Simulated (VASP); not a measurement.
A run of VASP 6.6.1 is set up as follows.

INCAR

```
SYSTEM = Al
  PREC = Accurate
  ENCUT = 520
  EDIFF = 1E-7
  ISMEAR = 0
  SIGMA = 0.15
  LREAL = .FALSE.
  LASPH = .TRUE.
  NELM = 100
  ALGO = Normal
  ISIF = 2
  LWAVE = .FALSE.
  LCHARG = .FALSE.
  NBANDS = 8
```

File KPOINTS:

```
regular mesh
0
G
  22 22 22
  0 0 0
```

The input POSCAR:

```
Al
1.0
   -1.5126916735      1.5126916735      1.6300765474
    1.5126916735     -1.5126916735      1.6300765474
    1.5126916735      1.5126916735     -1.6300765474
Al
1
Direct
    0.0000000000      0.0000000000      0.0000000000
```

Potentials or basis: VASP PAW LDA potentials, release 64 (Al).

Command:

```sh
$ cat potpaw_LDA.64/Al/POTCAR > POTCAR
$ mpirun -np 1 vasp_std > vasp.out
```

(1) Predict the band gap on the k mesh.

(2) Estimate the pressure.

## Answers

(1) zero (an odd number of electrons rules out a gap without spin polarisation).

(2) 7.4 GPa.

Caveat: the cell stands under pressure.
